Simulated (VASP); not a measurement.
# Hf2SeS3 (P6/mmm) in VASP: a series of runs, part 2 of 3

VASP 6.6.1. The steps go on from the part before.

### 3 Single point, PBE

This run uses another cell than the first one, of 32.83 Å³/atom.

File INCAR:

```
SYSTEM = Hf2SeS3
PREC = Accurate ; ENCUT = 520
EDIFF = 1E-7 ; ISMEAR = 0
SIGMA = 0.1 ; LREAL = .False.
LASPH = .True. ; NELM = 80
ALGO = Normal ; ISIF = 2
LWAVE = .False. ; LCHARG = .False.
GGA = PE ; NBANDS = 31
```

File KPOINTS:

```
Automatic mesh
0
Gamma
  6 6 12
  0 0 0
```

File POSCAR:

```
Hf2SeS3
1.0
    8.1916436292      0.0000000000      0.0000000000
   -4.0958218146      7.0941714816      0.0000000000
    0.0000000000      0.0000000000      3.3897724887
Hf Se S
2 1 3
Direct
    0.3333333333      0.6666666667      0.5000000000
    0.6666666667      0.3333333333      0.5000000000
    0.0000000000      0.0000000000      0.0000000000
    0.5000000000      0.0000000000      0.5000000000
    0.0000000000      0.5000000000      0.5000000000
    0.5000000000      0.5000000000      0.5000000000
```

Potentials or basis: VASP PAW PBE potentials, release 64 (Hf_pv, Se, S).

The run is started by

```sh
$ cat potpaw_PBE.64/Hf_pv/POTCAR potpaw_PBE.64/Se/POTCAR potpaw_PBE.64/S/POTCAR > POTCAR
$ mpirun -np 1 vasp_std > vasp.out
```

OUTCAR:

```text
SYSTEM = Hf2SeS3
   PREC = Accurate
   ENCUT = 520
   EDIFF = 1E-7
   ISMEAR = 0
   LREAL = .False.
   LASPH = .True.
   NELM = 80
   ISIF = 2
   GGA = PE

 ion  position               nearest neighbor table
   1  0.333  0.667  0.500-   4 2.36   5 2.36   6 2.36
   2  0.667  0.333  0.500-   4 2.36   5 2.36   6 2.36
   3  0.000  0.000  0.000-
   4  0.500  0.000  0.500-   1 2.36   2 2.36
   5  0.000  0.500  0.500-   1 2.36   2 2.36
   6  0.500  0.500  0.500-   1 2.36   2 2.36

  LATTYP: Found a hexagonal cell.
 ALAT       =     8.1916436292
 C/A-ratio  =     0.4138085886

  Lattice vectors:

 A1 = (   8.1916436292,   0.0000000000,   0.0000000000)
 A2 = (  -4.0958218146,   7.0941714816,   0.0000000000)
 A3 = (   0.0000000000,   0.0000000000,   3.3897724887)

Analysis of symmetry for initial positions (statically):
=====================================================================
 Subroutine PRICEL returns:
 Original cell was already a primitive cell.

 Routine SETGRP: Setting up the symmetry group for a
 hexagonal supercell.

 Subroutine GETGRP returns: Found 24 space group operations
 (whereof 24 operations were pure point group operations)
 out of a pool of 24 trial point group operations.

The static configuration has the point symmetry D_6h.

Analysis of symmetry for dynamics (positions and initial velocities):
=====================================================================
 Subroutine PRICEL returns:
 Original cell was already a primitive cell.

 Routine SETGRP: Setting up the symmetry group for a
 hexagonal supercell.

 Subroutine GETGRP returns: Found 24 space group operations
 (whereof 24 operations were pure point group operations)
 out of a pool of 24 trial point group operations.

The dynamic configuration has the point symmetry D_6h.

 Subroutine INISYM returns: Found 24 space group operations
 (whereof 24 operations are pure point group operations),
 and found     1 'primitive' translations

----------------------------------------------------------------------------------------

                                     Primitive cell

  volume of cell :     196.9896

  direct lattice vectors                    reciprocal lattice vectors
     8.191643629  0.000000000  0.000000000     0.122075623  0.070480394  0.000000000
    -4.095821815  7.094171482  0.000000000     0.000000000  0.140960788  0.000000000
     0.000000000  0.000000000  3.389772489     0.000000000  0.000000000  0.295005049

  length of vectors
     8.191643629  8.191643629  3.389772489     0.140960788  0.140960788  0.295005049

  position of ions in fractional coordinates (direct lattice)
     0.333333333  0.666666667  0.500000000
     0.666666667  0.333333333  0.500000000
     0.000000000  0.000000000  0.000000000
     0.500000000  0.000000000  0.500000000
     0.000000000  0.500000000  0.500000000
     0.500000000  0.500000000  0.500000000

  ion indices of the primitive-cell ions
   primitive index   ion index
                 1           1
                 2           2
[... 27 lines left out ...]
 ===========================================

 Found     49 irreducible k-points:

 Following reciprocal coordinates:
            Coordinates               Weight
  0.000000  0.000000  0.000000      1.000000
  0.166667  0.000000  0.000000      6.000000
  0.333333 -0.000000  0.000000      6.000000
  0.500000  0.000000  0.000000      3.000000
  0.166667  0.166667  0.000000      6.000000
  0.333333  0.166667  0.000000     12.000000
[... 16 lines left out ...]
  0.166667  0.000000  0.250000     12.000000
  0.333333 -0.000000  0.250000     12.000000
 [... further k-points ...]
   k-points           NKPTS =     49   k-points in BZ     NKDIM =     49   number of bands    NBANDS=     31
   number of dos      NEDOS =    301   number of ions     NIONS =      6
   total plane-waves  NPLWV = 114688
   dimension x,y,z NGX =    64 NGY =   64 NGZ =   28
   dimension x,y,z NGXF=   128 NGYF=  128 NGZF=   56
   ions per type =               2   1   3
   NGX,Y,Z   is equivalent  to a cutoff of  12.99, 12.99, 13.73 a.u.
   NGXF,Y,Z  is equivalent  to a cutoff of  25.98, 25.98, 27.46 a.u.
 SYSTEM =  Hf2SeS3
   PREC   = accura    normal or accurate (medium, high low for compatibility)
   ISTART =      0    job   : 0-new  1-cont  2-samecut
   ICHARG =      2    charge: 1-file 2-atom 10-const
   ISPIN  =      1    spin polarized calculation?
   LNONCOLLINEAR =      F non collinear calculations
   LSORBIT =      F    spin-orbit coupling
   LASPH  =      T    aspherical Exc in radial PAW
   ENCUT  =  520.0 eV  38.22 Ry    6.18 a.u.  15.23 15.23  6.30*2*pi/ulx,y,z
   NELM   =     80;   NELMIN=  2; NELMDL= -5     # of ELM steps
   EDIFF  = 0.1E-06   stopping-criterion for ELM
   LREAL  =      F    real-space projection
   EDIFFG = 0.1E-05   stopping-criterion for IOM
   NSW    =      0    number of steps for IOM
   IBRION =     -1    ionic relax: 0-MD 1-quasi-New 2-CG
   NFREE  =      0    steps in history (QN), initial steepest desc. (CG)
   ISIF   =      2    stress and relaxation
   ISYM   =      2    0-nonsym 1-usesym 2-fastsym
   POTIM  = 0.5000    time-step for ionic-motion
   TEBEG  =    0.0;   TEEND  =   0.0 temperature during run
   PSTRESS=    0.0 pullay stress
   NELECT =      44.0000    total number of electrons
   NUPDOWN=      -1.0000    fix difference up-down
   EMIN   =  10.00;   EMAX   =-10.00  energy-range for DOS
   EFERMI =   0.00;   METHOD = LEGACY
   ISMEAR =     0;   SIGMA  =   0.10  broadening in eV -4-tet -1-fermi 0-gaus
   EFERMI_NEDOS =   21; number of points for ismear=-14 and -15
   IALGO  =     38    algorithm
   IMIX   =      4    mixing-type and parameters
     AMIX     =   0.40;   BMIX     =  1.00
     AMIX_MAG =   1.60;   BMIX_MAG =  1.00
  volume/ion in A,a.u.               =      32.83       221.56
  Fermi-wavevector in a.u.,A,eV,Ry     =   0.993294  1.877054 13.423966  0.986634
  Thomas-Fermi vector in A             =   2.125166
   LORBIT       =      0    0 simple, 1 ext, 2 COOP (PROOUT), +10 PAW based schemes
   GGA     = PE    functional components
   LHFCALC =     F    Hartree Fock is set to
   AEXX    =    0.0000 exact exchange contribution
   IVDW    =     0    specifies the selected vdW correction
   LEPSILON=     F    determine dielectric tensor
   LRPA    =     F    only Hartree local field effects (RPA)
 non-spin polarized calculation
 Gauss-broadening in eV      SIGMA  =   0.10
  energy-cutoff  :      520.00
  volume of cell :      196.99
 maximum number of plane-waves:      5365
 NGX is ok and might be reduce to    64
   NGX = 31   NGY = 31   NGZ = 13

 number of electron      44.0000002 magnetization

 Free energy of the ion-electron system (eV)
  ---------------------------------------------------
  ext. energy  EPLUGINS =         0.00000000
  ---------------------------------------------------
  free energy    TOTEN  =       -36.95110531 eV

  energy without entropy =      -36.91217331  energy(sigma->0) =      -36.93163931

 E-fermi :   0.9057     XC(G=0):  -8.0083

 val. band max:        0.8995753950   @ k =   0.1667   0.1667   0.4167
 cond. band min:       0.9152543759   @ k =   0.1667   0.0000   0.1667
 fundamental gap:      0.0156789809
 Fermi energy:         0.9056875839

 k-point     1 :       0.0000    0.0000    0.0000
  band No.  band energies     occupation
      1     -30.4743      2.00000
      2     -30.4743      2.00000
      3     -30.4568      2.00000
      4     -30.4568      2.00000
      5     -30.2566      2.00000
      6     -30.2560      2.00000
[... 805 lines left out ...]
     30       4.4022      0.00000
     31       5.0776      0.00000

 [... further k-points ...]

------------------------ aborting loop because EDIFF is reached ----------------------------------------

  FORCE on cell =-STRESS in cart. coord.  units (eV):
  Direction    XX          YY          ZZ          XY          YZ          ZX
  --------------------------------------------------------------------------------------
  -------------------------------------------------------------------------------------
  Total       -0.3388984     -0.3388984     -0.0659657      0.0000000      0.0000000      0.0000000
  in kB       -2.7563655     -2.7563655     -0.5365193      0.0000000      0.0000000      0.0000000
  external PRESSURE =      -2.0164167 kB  Pullay stress =       0.0000000 kB

 VOLUME and BASIS-vectors are now :
 -----------------------------------------------------------------------------
  energy-cutoff  :      520.00
  volume of cell :      196.99
      direct lattice vectors                 reciprocal lattice vectors
     8.191643629  0.000000000  0.000000000     0.122075623  0.070480394  0.000000000
    -4.095821815  7.094171482  0.000000000     0.000000000  0.140960788  0.000000000
     0.000000000  0.000000000  3.389772489     0.000000000  0.000000000  0.295005049

 POSITION                                       TOTAL-FORCE (eV/Angst)
 -----------------------------------------------------------------------------------
     -0.00000      4.72945      1.69489         0.000000     -0.000000     -0.000000
      4.09582      2.36472      1.69489        -0.000000      0.000000      0.000000
      0.00000      0.00000      0.00000         0.000000      0.000000     -0.000000
      4.09582      0.00000      1.69489         0.000000      0.000000     -0.000000
     -2.04791      3.54709      1.69489         0.000000      0.000000     -0.000000
      2.04791      3.54709      1.69489         0.000000      0.000000     -0.000000
 -----------------------------------------------------------------------------------
    total drift:                               -0.000000      0.000000      0.000000

  FREE ENERGIE OF THE ION-ELECTRON SYSTEM (eV)
  ---------------------------------------------------
  free  energy   TOTEN  =       -36.9511053115 eV

  energy  without entropy=      -36.9121733109  energy(sigma->0) =      -36.93163931
```

Wall time 7.2 min (1 thread of Intel Xeon 8259CL, shared host); peak memory 0.48 GiB.

Results:

| Quantity | Value |
| --- | --- |
| Free energy | -36.9511 eV |
| Pressure | -0.2 GPa |
| Band gap on the k mesh | zero (bands 22 and 23 overlap by 0.73 eV) |

Stress tensor (GPa, compression positive):
```
-0.28  0.00  0.00
 0.00 -0.28  0.00
 0.00  0.00 -0.05
```

Levels at points of the mesh, in eV from the Fermi level:
```csv
k point,band 20,band 21,band 22,band 23,band 24,band 25
"(0.00, 0.00, 0.00)",-0.92,-0.35,-0.35,-0.22,1.03,1.03
"(0.50, 0.00, 0.00)",-0.74,-0.71,-0.51,-0.43,1.52,1.80
"(0.00, 0.00, 0.50)",-1.00,-0.18,-0.18,0.35,0.35,1.74
"(0.50, 0.00, 0.50)",-1.36,0.11,0.12,0.15,0.59,0.99
```

Caveat: spin-orbit coupling is left out, which moves the levels of the heavy elements.

(Part 2 of 3 ends here.)

The gap in the log of VASP goes by the Fermi energy; the results here count the filled bands.